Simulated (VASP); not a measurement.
# Ni (Im-3m) in VASP: further runs

The runs below take Ni through single point, with LDA.

Everything below comes from runs of VASP 6.6.1. Logs are shortened: lines on timing, memory, paths and dates and some standing lists are left out, and cuts for length are marked.

## (1) The cell of the first run

Symmetry: Im-3m, No. 229, cubic system. The conventional cell has a = 2.711 Å, b = 2.711 Å, c = 2.711 Å, α = 90.00°, β = 90.00°, γ = 90.00°. Within 3.1 Å of Ni (site symmetry m-3m) lie 14 Ni at 2.35 to 2.71 Å.

This isn't the form of Ni at room conditions, which is fcc.

## (2) Single point, LDA (9.96 Å³/atom)

INCAR

```
SYSTEM = Ni
PREC     = Accurate       ! precision mode
ENCUT    = 520            ! plane-wave cutoff, eV
EDIFF    = 1E-6           ! SCF threshold, eV
ISMEAR   = -1             ! smearing method
SIGMA    = 0.05           ! smearing width, eV
LREAL    = .FALSE.        ! projectors in reciprocal space
LASPH    = .TRUE.         ! aspherical terms in the spheres
NELM     = 60             ! most SCF steps
ALGO     = Normal         ! electronic algorithm
ISIF     = 2              ! what is computed and relaxed
LWAVE    = .FALSE.        ! write WAVECAR
LCHARG   = .FALSE.        ! write CHGCAR
GGA      = CA             ! functional
NBANDS   = 11             ! bands
```

KPOINTS

```
regular mesh
0
G
  17 17 17
  0 0 0
```

POSCAR

```
Ni
1.0
   -1.3554684528      1.3554684528      1.3554684528
    1.3554684528     -1.3554684528      1.3554684528
    1.3554684528      1.3554684528     -1.3554684528
Ni
1
Direct
    0.0000000000      0.0000000000      0.0000000000
```

Potentials or basis: VASP PAW LDA potentials, release 64 (Ni).

Run with:

```console
> cat potpaw_LDA.64/Ni/POTCAR > POTCAR
> mpirun -np 1 vasp_std > vasp.out
```

OUTCAR:

```text
SYSTEM = Ni
   PREC = Accurate
   ENCUT = 520
   EDIFF = 1E-6
   ISMEAR = -1
   LREAL = .FALSE.
   LASPH = .TRUE.
   NELM = 60
   ISIF = 2
   GGA = CA

 ion  position               nearest neighbor table
   1  0.000  0.000  0.000-

  LATTYP: Found a body centered cubic cell.
 ALAT       =     2.7109369056

  Lattice vectors:

 A1 = (  -1.3554684528,   1.3554684528,   1.3554684528)
 A2 = (   1.3554684528,  -1.3554684528,   1.3554684528)
 A3 = (   1.3554684528,   1.3554684528,  -1.3554684528)

Analysis of symmetry for initial positions (statically):
=====================================================================
 Subroutine PRICEL returns:
 Original cell was already a primitive cell.

 Routine SETGRP: Setting up the symmetry group for a
 body centered cubic supercell.

 Subroutine GETGRP returns: Found 48 space group operations
 (whereof 48 operations were pure point group operations)
 out of a pool of 48 trial point group operations.

The static configuration has the point symmetry O_h .

Analysis of symmetry for dynamics (positions and initial velocities):
=====================================================================
 Subroutine PRICEL returns:
 Original cell was already a primitive cell.

 Routine SETGRP: Setting up the symmetry group for a
 body centered cubic supercell.

 Subroutine GETGRP returns: Found 48 space group operations
 (whereof 48 operations were pure point group operations)
 out of a pool of 48 trial point group operations.

The dynamic configuration has the point symmetry O_h .

 Subroutine INISYM returns: Found 48 space group operations
 (whereof 48 operations are pure point group operations),
 and found     1 'primitive' translations

----------------------------------------------------------------------------------------

                                     Primitive cell

  volume of cell :       9.9616

  direct lattice vectors                    reciprocal lattice vectors
    -1.355468453  1.355468453  1.355468453     0.000000000  0.368876162  0.368876162
     1.355468453 -1.355468453  1.355468453     0.368876162  0.000000000  0.368876162
     1.355468453  1.355468453 -1.355468453     0.368876162  0.368876162  0.000000000

  length of vectors
     2.347740228  2.347740228  2.347740228     0.521669671  0.521669671  0.521669671

[... 82 lines left out ...]
   IBRION =     -1    ionic relax: 0-MD 1-quasi-New 2-CG
   NFREE  =      0    steps in history (QN), initial steepest desc. (CG)
   ISIF   =      2    stress and relaxation
   ISYM   =      2    0-nonsym 1-usesym 2-fastsym
   POTIM  = 0.5000    time-step for ionic-motion
   TEBEG  =    0.0;   TEEND  =   0.0 temperature during run
   PSTRESS=    0.0 pullay stress
   NELECT =      10.0000    total number of electrons
   NUPDOWN=      -1.0000    fix difference up-down
   EMIN   =  10.00;   EMAX   =-10.00  energy-range for DOS
   EFERMI =   0.00;   METHOD = LEGACY
   ISMEAR =    -1;   SIGMA  =   0.05  broadening in eV -4-tet -1-fermi 0-gaus
   EFERMI_NEDOS =   21; number of points for ismear=-14 and -15
   IALGO  =     38    algorithm
   IMIX   =      4    mixing-type and parameters
     AMIX     =   0.40;   BMIX     =  1.00
     AMIX_MAG =   1.60;   BMIX_MAG =  1.00
  volume/ion in A,a.u.               =       9.96        67.22
  Fermi-wavevector in a.u.,A,eV,Ry     =   1.639201  3.097640 36.558560  2.686978
  Thomas-Fermi vector in A             =   2.730046
   LORBIT       =      0    0 simple, 1 ext, 2 COOP (PROOUT), +10 PAW based schemes
   GGA     = CA    functional components
   LHFCALC =     F    Hartree Fock is set to
   AEXX    =    0.0000 exact exchange contribution
   IVDW    =     0    specifies the selected vdW correction
   LEPSILON=     F    determine dielectric tensor
   LRPA    =     F    only Hartree local field effects (RPA)
 non-spin polarized calculation
  energy-cutoff  :      520.00
  volume of cell :        9.96
 maximum number of plane-waves:       276
 NGX is ok and might be reduce to    18
   NGX =  9   NGY =  9   NGZ =  9

 number of electron      10.0000008 magnetization

 Free energy of the ion-electron system (eV)
  ---------------------------------------------------
  ext. energy  EPLUGINS =         0.00000000
  ---------------------------------------------------
  free energy    TOTEN  =        -6.48811459 eV

  energy without entropy =       -6.47358654  energy(sigma->0) =       -6.48085057

 E-fermi :  10.1595     XC(G=0): -14.1403

 val. band max:       10.1406158831   @ k =  -0.2353   0.2353   0.1765
 cond. band min:      10.1626720326   @ k =  -0.4118   0.4118   0.3529
 fundamental gap:      0.0220561495
 Fermi energy:        10.1594806986

 k-point     1 :       0.0000    0.0000    0.0000
  band No.  band energies     occupation
      1       0.7587      2.00000
      2       8.0064      2.00000
      3       8.0064      2.00000
      4       8.0064      2.00000
      5       9.5637      1.99999
      6       9.5637      1.99999
      7      37.6405      0.00000
      8      37.6405      0.00000
      9      37.6405      0.00000
     10      43.2035      0.00000
     11      43.2035      0.00000
[... 309 lines left out ...]
 k-point    24 :       0.1765    0.1765    0.0000
  band No.  band energies     occupation
      1       4.3078      2.00000
      2       7.3913      2.00000
      3       7.4684      2.00000
      4       9.2141      2.00000
      5       9.7172      1.99971
      6      10.0626      1.74836
      7      26.4816      0.00000
      8      27.3814      0.00000
      9      33.2801      0.00000
     10      38.1955      0.00000
     11      41.8969      0.00000

 [... further k-points ...]

------------------------ aborting loop because EDIFF is reached ----------------------------------------

  FORCE on cell =-STRESS in cart. coord.  units (eV):
  Direction    XX          YY          ZZ          XY          YZ          ZX
  --------------------------------------------------------------------------------------
  -------------------------------------------------------------------------------------
  Total        0.1227327      0.1227327      0.1227327      0.0000000     -0.0000000      0.0000000
  in kB       19.7397996     19.7397996     19.7397996      0.0000000     -0.0000000      0.0000000
  external PRESSURE =      19.7397996 kB  Pullay stress =       0.0000000 kB

 VOLUME and BASIS-vectors are now :
 -----------------------------------------------------------------------------
  energy-cutoff  :      520.00
  volume of cell :        9.96
      direct lattice vectors                 reciprocal lattice vectors
    -1.355468453  1.355468453  1.355468453     0.000000000  0.368876162  0.368876162
     1.355468453 -1.355468453  1.355468453     0.368876162  0.000000000  0.368876162
     1.355468453  1.355468453 -1.355468453     0.368876162  0.368876162  0.000000000

 POSITION                                       TOTAL-FORCE (eV/Angst)
 -----------------------------------------------------------------------------------
      0.00000      0.00000      0.00000         0.000000      0.000000      0.000000
 -----------------------------------------------------------------------------------
    total drift:                                0.000000      0.000000      0.000000

  FREE ENERGIE OF THE ION-ELECTRON SYSTEM (eV)
  ---------------------------------------------------
  free  energy   TOTEN  =        -6.4881145933 eV

  energy  without entropy=       -6.4735865439  energy(sigma->0) =       -6.48085057
```

stdout:

```text
POSCAR found type information on POSCAR Ni
 POSCAR found :  1 types and       1 ions
 scaLAPACK will be used
 LDA part: xc-table for (Slater(with rela. corr.)+CA(PZ))
 , standard interpolation
 POSCAR, INCAR and KPOINTS ok, starting setup
 FFT: planning ... GRIDC
 FFT: planning ... GRID_SOFT
 FFT: planning ... GRID
 WAVECAR not read
 entering main loop
```

It took 32 s on 1 thread of Intel Xeon 8259CL, shared host; peak memory 0.13 GiB.

Results:

- Free energy: -6.4881 eV
- Pressure: 2.0 GPa
- Band gap on the k mesh: zero (bands 5 and 6 overlap by 1.11 eV)

Caveat: the run has no spin polarisation, though such a crystal can be magnetic. Spin polarisation is off, so any magnetic state and its effect on volume and gap are missing.

## (3) Single point, LDA

This run uses another cell than the first one, of 10.60 Å³/atom.

INCAR

```
SYSTEM = Ni
  ALGO = Normal
  EDIFF = 1E-6
  ENCUT = 520
  ISIF = 2
  ISMEAR = -1
  LASPH = .True.
  LCHARG = .True.
  LELF = .True.
  LREAL = .False.
  LVHAR = .True.
  LWAVE = .False.
  NBANDS = 11
  NELM = 60
  PREC = Accurate
  SIGMA = 0.05
```

KPOINTS

```
k-points
0
Gamma
  17 17 17
  0 0 0
```

POSCAR

```
Ni
1.0
   -1.3837154700      1.3837154700      1.3837154700
    1.3837154700     -1.3837154700      1.3837154700
    1.3837154700      1.3837154700     -1.3837154700
Ni
1
Direct
    0.0000000000      0.0000000000      0.0000000000
```

Potentials or basis: VASP PAW LDA potentials, release 64 (Ni).

Run with:

```console
> cat potpaw_LDA.64/Ni/POTCAR > POTCAR
> mpirun -np 1 vasp_std > vasp.out
```

Wall time 32 s (1 thread of Intel Xeon 8259CL, shared host); peak memory 0.13 GiB.

Results (log left out):

| Item | Value |
| --- | --- |
| Free energy | -6.4667 eV |
| Pressure | -11.9 GPa |
| Band gap on the k mesh | zero (bands 5 and 6 overlap by 1.00 eV) |

Levels at points of the mesh, in eV from the Fermi level:
```csv
k point,band 1,band 2,band 3,band 4,band 5,band 6,band 7,band 8,band 9,band 10
"(0.00, 0.00, 0.00)",-8.95,-1.97,-1.97,-1.97,-0.54,-0.54,26.85,26.85,26.85,31.96
```

Caveat: the cell stands under tension; the run has no spin polarisation, though such a crystal can be magnetic. Spin polarisation is off, so any magnetic state and its effect on volume and gap are missing.

## (4) Single point, LDA (11.23 Å³/atom)

This run uses another cell than the first one, of 11.23 Å³/atom.

INCAR

```
SYSTEM = Ni
ALGO     = Normal         ! electronic algorithm
EDIFF    = 1E-6           ! SCF threshold, eV
ENCUT    = 520            ! plane-wave cutoff, eV
ISIF     = 2              ! what is computed and relaxed
ISMEAR   = -1             ! smearing method
LASPH    = .True.         ! aspherical terms in the spheres
LCHARG   = .False.        ! write CHGCAR
LREAL    = .False.        ! projectors in reciprocal space
LWAVE    = .False.        ! write WAVECAR
NBANDS   = 11             ! bands
NELM     = 100            ! most SCF steps
PREC     = Accurate       ! precision mode
SIGMA    = 0.05           ! smearing width, eV
```

KPOINTS is that of step 3.

POSCAR

```
Ni
1.0
   -1.4108540358      1.4108540358      1.4108540358
    1.4108540358     -1.4108540358      1.4108540358
    1.4108540358      1.4108540358     -1.4108540358
Ni
1
Direct
    0.0000000000      0.0000000000      0.0000000000
```

Run with:

```console
> cat potpaw_LDA.64/Ni/POTCAR > POTCAR
> mpirun -np 1 vasp_std > vasp.out
```

Wall time 32 s (1 thread of Intel Xeon 8259CL, shared host); peak memory 0.13 GiB.

It converged, with:

- Free energy: -6.3994 eV
- Pressure: -21.4 GPa
- Band gap on the k mesh: zero (bands 5 and 6 overlap by 0.91 eV)

Levels at points of the mesh, in eV from the Fermi level:
```csv
k point,band 2,band 3,band 4,band 5,band 6,band 7,band 8,band 9
"(0.00, 0.00, 0.00)",-1.81,-1.81,-1.81,-0.49,-0.49,26.26,26.26,26.26
```

Caveat: the cell stands under tension; the run has no spin polarisation, though such a crystal can be magnetic. Spin polarisation is off, so any magnetic state and its effect on volume and gap are missing.

## (5) Single point, LDA (11.87 Å³/atom)

This run uses another cell than the first one, of 11.87 Å³/atom.

INCAR

```
PREC = Accurate
ENCUT = 520
EDIFF = 1E-6
ISMEAR = -1
SIGMA = 0.05
LREAL = F
LASPH = T
NELM = 60
ALGO = Normal
ISIF = 2
LWAVE = F
LCHARG = T
LELF = T
LVHAR = T
NBANDS = 11
```

KPOINTS

```
Automatic mesh
0
Gamma
  17 17 17
```

POSCAR

```
Ni
1.0
   -1.4369868833      1.4369868833      1.4369868833
    1.4369868833     -1.4369868833      1.4369868833
    1.4369868833      1.4369868833     -1.4369868833
Ni
1
Direct
    0.0000000000      0.0000000000      0.0000000000
```

Run with:

```console
> cat potpaw_LDA.64/Ni/POTCAR > POTCAR
> mpirun -np 1 vasp_std > vasp.out
```

Wall time 32 s (1 thread of Intel Xeon 8259CL, shared host); peak memory 0.13 GiB.

It converged, with:

```yaml
Free_energy: -6.3007 eV
Pressure: -27.9 GPa
Band_gap_on_the_k_mesh: zero (bands 5 and 6 overlap by 0.84 eV)
```

Levels at points of the mesh, in eV from the Fermi level:
```
           k point  band 1  band 2  band 3  band 4  band 5  band 6  band 7  band 8  band 9  band 10
(0.00, 0.00, 0.00)   -8.18   -1.67   -1.67   -1.67   -0.45   -0.45   25.70   25.70   25.70    30.05
```

Caveat: the cell stands under tension; the run has no spin polarisation, though such a crystal can be magnetic. Spin polarisation is off, so any magnetic state and its effect on volume and gap are missing.

## (6) The runs side by side

| cell | gap on the mesh (eV) | pressure (GPa) |
| --- | --- | --- |
| a = 2.348 Å, angles 109.5°, 1 atom | none | 2.0 |
| a = 2.397 Å, angles 109.5°, 1 atom | none | -11.9 |
| a = 2.444 Å, angles 109.5°, 1 atom | none | -21.4 |
| a = 2.489 Å, angles 109.5°, 1 atom | none | -27.9 |

Alike in all rows: task single point; level LDA; potentials or basis VASP PAW LDA potentials, release 64 (Ni); no spin polarisation; k mesh 17 × 17 × 17; cutoff (eV) 520; smearing fermi-dirac 0.05 eV.

Caveats: the run has no spin polarisation, though such a crystal can be magnetic; the cell stands under tension (at least some runs).

Absolute energies hang on the potentials; compare differences alone.
